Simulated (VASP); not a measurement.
Wanted: the native input for a VASP 6.6.1 run.

```yaml
Task: single point
Functional: PBEsol
Potentials_or_basis: VASP PAW PBE potentials, release 64 (Na_pv)
Cutoff: 520 eV
k_mesh: 4 × 4 × 4
Occupations: fermi-dirac, width 0.1 eV
Spin: no spin polarisation
Dipole_correction: no
Further_INCAR_settings: ALGO = Normal; EDIFF = 1e-06; NBANDS = 10
```

The structure of Na lies in POSCAR:

```
Na
1.0
    0.0000000000      5.0726900000      5.0726900000
    5.0726900000      0.0000000000      5.0726900000
    5.0726900000      5.0726900000      0.0000000000
Na
1
Direct
    0.0000000000      0.0000000000      0.0000000000
```

This isn't the form of Na at room conditions, which is bcc.

These files were run (other wordings do the same):

INCAR

```
PREC = Accurate
ENCUT = 520
EDIFF = 1E-6
ISMEAR = -1
SIGMA = 0.1
LREAL = F
LASPH = T
NELM = 60
ALGO = Normal
ISIF = 2
LWAVE = F
LCHARG = F
GGA = PS
NBANDS = 10
```

KPOINTS

```
Automatic mesh
0
Gamma
  4 4 4
```

Potentials or basis: VASP PAW PBE potentials, release 64 (Na_pv).

The run is started by

```sh
$ cat potpaw_PBE.64/Na_pv/POTCAR > POTCAR
$ mpirun -np 1 vasp_std > vasp.out
```

It gave:

- Pressure: -0.2 GPa
- Band gap on the k mesh: zero (an odd number of electrons rules out a gap without spin polarisation)

Caveat: the PAW data sets were made with another functional, which shifts forces and pressure a little.

Run time: 16 s on 1 thread of Intel(R) Xeon(R) 6975P-C (Granite Rapids) (shared host), peak memory 0.36 GiB.
